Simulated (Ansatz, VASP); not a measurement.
## One calculation of AgCl, two programs

```
Ag Cl
1.0
     0.00000    2.77315    2.77315
     2.77315    0.00000    2.77315
     2.77315    2.77315    0.00000
Ag Cl
1 1
Direct
  0.48873 0.48873 0.51127
  0.00000 0.00000 0.00000
```

Change from the starting cell: all Ag atoms moved +0.062 Å, as atom 1 towards its neighbour atom 2 (Cl) at 2.773 Å.

Alike in both runs: task single point; functional LDA; k mesh 8 × 8 × 8; occupations gaussian, width 0.05 eV; no spin polarisation.

|  | VASP | Ansatz |
| --- | --- | --- |
| version | VASP 6.6.1 | Ansatz 0.2.0 |
| potentials or method | VASP PAW LDA potentials, release 64 (Ag, Cl), cutoff 520 eV | scalar-relativistic, plane waves, PAW |
| valence electrons in the cell | 18 | 26 |

VASP gave:

| Quantity | Value |
| --- | --- |
| gap on the k mesh at the Fermi level (eV) | 0.65 |
| least direct gap on the mesh (eV) | 2.78 |
| pressure (GPa) | -5.5 |
| traceless stress, the component that is largest in VASP (GPa) | 0.11 |
| rms of the force components (eV/Å) | 0.022 |

Question: What did Ansatz give for the same quantities?

Answer: gap on the k mesh at the Fermi level (eV): 0.62; least direct gap on the mesh (eV): 2.76; pressure (GPa): -5.5; traceless stress, the component that is largest in VASP (GPa): 0.11; rms of the force components (eV/Å): 0.021.

LDA's correlation is that of Perdew and Zunger in VASP and of Perdew and Wang (1992) in Ansatz. Atom by atom the forces differ by 0.001 eV/Å (rms over components). VASP's potentials hold 18 valence electrons a cell and Ansatz's 26, so a difference there can come from the potentials and not from the codes.
